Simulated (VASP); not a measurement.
# Ge in VASP: single point with PBE

Aim: the single point of Ge with PBE.

All numbers are computed with VASP 6.6.1; they aren't measurements. Logs are shortened: lines on timing, memory, paths and dates and some standing lists are left out, and cuts for length are marked.

## (1) The cell of the first run

The cell holds a slab with vacuum, 8 atoms: a = 4.074 Å, b = 4.074 Å, c = 26.082 Å, α = 90.00°, β = 90.00°, γ = 90.00°.

## (2) Single point, PBE

File INCAR:

```
  PREC = Accurate
  ENCUT = 520
  EDIFF = 1E-6
  ISMEAR = -1
  SIGMA = 0.02
  LREAL = False
  LASPH = True
  NELM = 100
  ALGO = Normal
  ISIF = 2
  LWAVE = False
  LCHARG = True
  GGA = PE
  LELF = True
  LVHAR = True
  NBANDS = 66
```

File KPOINTS:

```
regular mesh
0
Gamma
  6 6 1
```

File POSCAR:

```
Ge
1.0
    4.0736070245      0.0000000000      0.0000000000
    0.0000000000      4.0736070245      0.0000000000
    0.0000000000      0.0000000000     26.0817000000
Ge
8
Direct
    0.0000000000      0.2500000000      0.3041257727
    0.5000000000      0.2500000000      0.3612652701
    0.5000000000      0.7500000000      0.4166213526
    0.0000000000      0.7500000000      0.4724511589
    0.0000000000      0.2500000000      0.5275488411
    0.5000000000      0.2500000000      0.5833786475
    0.5000000000      0.7500000000      0.6387347300
    0.0000000000      0.7500000000      0.6958742276
```

Potentials or basis: VASP PAW PBE potentials, release 64 (Ge_d).

The run is started by

```bash
$ cat potpaw_PBE.64/Ge_d/POTCAR > POTCAR
$ mpirun -np 1 vasp_std > vasp.out
```

OUTCAR:

```text
PREC = Accurate
   ENCUT = 520
   EDIFF = 1E-6
   ISMEAR = -1
   LREAL = False
   LASPH = True
   NELM = 100
   ISIF = 2
   GGA = PE

 ion  position               nearest neighbor table
   1  0.000  0.250  0.304-   2 2.52   2 2.52
   2  0.500  0.250  0.361-   3 2.50   3 2.50   1 2.52   1 2.52
   3  0.500  0.750  0.417-   2 2.50   2 2.50   4 2.50   4 2.50
   4  0.000  0.750  0.472-   5 2.49   5 2.49   3 2.50   3 2.50
   5  0.000  0.250  0.528-   4 2.49   4 2.49   6 2.50   6 2.50
   6  0.500  0.250  0.583-   7 2.50   7 2.50   5 2.50   5 2.50
   7  0.500  0.750  0.639-   6 2.50   6 2.50   8 2.52   8 2.52
   8  0.000  0.750  0.696-   7 2.52   7 2.52

  LATTYP: Found a simple tetragonal cell.
 ALAT       =     4.0736070245
 C/A-ratio  =     6.4026058093

  Lattice vectors:

 A1 = (   4.0736070245,   0.0000000000,   0.0000000000)
 A2 = (   0.0000000000,   4.0736070245,   0.0000000000)
 A3 = (   0.0000000000,   0.0000000000,  26.0817000000)

Analysis of symmetry for initial positions (statically):
=====================================================================
 Subroutine PRICEL returns:
 Original cell was already a primitive cell.

 Routine SETGRP: Setting up the symmetry group for a
 simple tetragonal supercell.

 Subroutine GETGRP returns: Found  8 space group operations
 (whereof  4 operations were pure point group operations)
 out of a pool of 16 trial point group operations.

The static configuration has the point symmetry C_2h.
 The point group associated with its full space group is D_2h.

Analysis of symmetry for dynamics (positions and initial velocities):
=====================================================================
 Subroutine PRICEL returns:
 Original cell was already a primitive cell.

 Routine SETGRP: Setting up the symmetry group for a
 simple tetragonal supercell.

 Subroutine GETGRP returns: Found  8 space group operations
 (whereof  4 operations were pure point group operations)
 out of a pool of 16 trial point group operations.

The dynamic configuration has the point symmetry C_2h.
 The point group associated with its full space group is D_2h.

 Subroutine INISYM returns: Found  8 space group operations
 (whereof  4 operations are pure point group operations),
 and found     1 'primitive' translations

----------------------------------------------------------------------------------------

                                     Primitive cell

  volume of cell :     432.8069

[... 95 lines left out ...]
   IBRION =     -1    ionic relax: 0-MD 1-quasi-New 2-CG
   NFREE  =      0    steps in history (QN), initial steepest desc. (CG)
   ISIF   =      2    stress and relaxation
   ISYM   =      2    0-nonsym 1-usesym 2-fastsym
   POTIM  = 0.5000    time-step for ionic-motion
   TEBEG  =    0.0;   TEEND  =   0.0 temperature during run
   PSTRESS=    0.0 pullay stress
   NELECT =     112.0000    total number of electrons
   NUPDOWN=      -1.0000    fix difference up-down
   EMIN   =  10.00;   EMAX   =-10.00  energy-range for DOS
   EFERMI =   0.00;   METHOD = LEGACY
   ISMEAR =    -1;   SIGMA  =   0.02  broadening in eV -4-tet -1-fermi 0-gaus
   EFERMI_NEDOS =   21; number of points for ismear=-14 and -15
   IALGO  =     38    algorithm
   IMIX   =      4    mixing-type and parameters
     AMIX     =   0.40;   BMIX     =  1.00
     AMIX_MAG =   1.60;   BMIX_MAG =  1.00
  volume/ion in A,a.u.               =      54.10       365.09
  Fermi-wavevector in a.u.,A,eV,Ry     =   1.043237  1.971431 14.807798  1.088342
  Thomas-Fermi vector in A             =   2.177937
   LORBIT       =      0    0 simple, 1 ext, 2 COOP (PROOUT), +10 PAW based schemes
   GGA     = PE    functional components
   LHFCALC =     F    Hartree Fock is set to
   AEXX    =    0.0000 exact exchange contribution
   IVDW    =     0    specifies the selected vdW correction
   LEPSILON=     F    determine dielectric tensor
   LRPA    =     F    only Hartree local field effects (RPA)
 non-spin polarized calculation
  energy-cutoff  :      520.00
  volume of cell :      432.81
 maximum number of plane-waves:     11709
   NGX = 15   NGY = 15   NGZ = 97

 number of electron     111.9999900 magnetization

 Free energy of the ion-electron system (eV)
  ---------------------------------------------------
  ext. energy  EPLUGINS =         0.00000000
  ---------------------------------------------------
  free energy    TOTEN  =       -33.22396488 eV

  energy without entropy =      -33.21852213  energy(sigma->0) =      -33.22124350

 E-fermi :  -1.0042     XC(G=0):  -4.9784

 val. band max:       -1.0791313402   @ k =   0.0000   0.1667   0.0000
 cond. band min:      -0.9912702128   @ k =   0.3333   0.3333   0.0000
 fundamental gap:      0.0878611274
 Fermi energy:        -1.0041510706

 k-point     1 :       0.0000    0.0000    0.0000
  band No.  band energies     occupation
      1     -25.4343      2.00000
      2     -25.4210      2.00000
      3     -25.4195      2.00000
      4     -25.3936      2.00000
      5     -25.3817      2.00000
      6     -25.3461      2.00000
[... 1093 lines left out ...]
     65       3.8675      0.00000
     66       3.8675      0.00000

------------------------ aborting loop because EDIFF is reached ----------------------------------------

  FORCE on cell =-STRESS in cart. coord.  units (eV):
  Direction    XX          YY          ZZ          XY          YZ          ZX
  --------------------------------------------------------------------------------------
  -------------------------------------------------------------------------------------
  Total       -1.3466885     -1.6847230     -0.0082136      0.0000000      0.0000000      0.0000000
  in kB       -4.9852113     -6.2365576     -0.0304052      0.0000000      0.0000000      0.0000000
  external PRESSURE =      -3.7507247 kB  Pullay stress =       0.0000000 kB

 VOLUME and BASIS-vectors are now :
 -----------------------------------------------------------------------------
  energy-cutoff  :      520.00
  volume of cell :      432.81
      direct lattice vectors                 reciprocal lattice vectors
     4.073607025  0.000000000  0.000000000     0.245482687  0.000000000  0.000000000
     0.000000000  4.073607025  0.000000000     0.000000000  0.245482687  0.000000000
     0.000000000  0.000000000 26.081700000     0.000000000  0.000000000  0.038341059

 POSITION                                       TOTAL-FORCE (eV/Angst)
 -----------------------------------------------------------------------------------
      0.00000      1.01840      7.93212         0.000000     -0.000000     -0.002910
      2.03680      1.01840      9.42241        -0.000000     -0.000000     -0.000711
      2.03680      3.05521     10.86619        -0.000000      0.000000      0.005414
      0.00000      3.05521     12.32233        -0.000000     -0.000000     -0.001601
      0.00000      1.01840     13.75937        -0.000000     -0.000000      0.001601
      2.03680      1.01840     15.21551        -0.000000     -0.000000     -0.005414
      2.03680      3.05521     16.65929        -0.000000      0.000000      0.000711
      0.00000      3.05521     18.14958        -0.000000      0.000000      0.002910
 -----------------------------------------------------------------------------------
    total drift:                                0.000000      0.000000      0.000003

  FREE ENERGIE OF THE ION-ELECTRON SYSTEM (eV)
  ---------------------------------------------------
  free  energy   TOTEN  =       -33.2239648770 eV

  energy  without entropy=      -33.2185221317  energy(sigma->0) =      -33.22124350
```

OSZICAR:

```text
N       E                     dE             d eps       ncg     rms          rms(c)
DAV:   1     0.122741166138E+04    0.12274E+04   -0.57525E+04  2676   0.328E+03
DAV:   2     0.197754294831E+03   -0.10297E+04   -0.99802E+03  2344   0.863E+02
DAV:   3    -0.146250659012E+02   -0.21238E+03   -0.20597E+03  2744   0.236E+02
[... 15 lines left out ...]
DAV:  19    -0.332239423314E+02   -0.12252E-04   -0.90786E-07  1500   0.642E-03    0.558E-04
DAV:  20    -0.332239536374E+02   -0.11306E-04   -0.33318E-07  1466   0.412E-03    0.388E-04
DAV:  21    -0.332239604454E+02   -0.68080E-05   -0.18624E-07  1368   0.841E-03    0.278E-04
DAV:  22    -0.332239640404E+02   -0.35950E-05   -0.17081E-07  1326   0.327E-03    0.189E-04
DAV:  23    -0.332239648770E+02   -0.83663E-06   -0.40310E-08  1318   0.196E-03
   1 F= -.33223965E+02 E0= -.33221244E+02  d E =-.544275E-02
```

Run time: 8.6 min. Hardware: 1 thread of AMD EPYC 7R13 (Zen 3), shared host; peak memory 0.56 GiB.

What came out:

- Free energy: -33.2240 eV
- Largest force: 0.005 eV/Å
- Band gap on the k mesh: zero (bands 56 and 57 overlap by 0.84 eV)

Forces on the atoms (eV/Å):
```
Ge   0.000  0.000 -0.003
Ge   0.000  0.000 -0.001
Ge   0.000  0.000  0.005
Ge   0.000  0.000 -0.002
Ge   0.000  0.000  0.002
Ge   0.000  0.000 -0.005
Ge   0.000  0.000  0.001
Ge   0.000  0.000  0.003
```
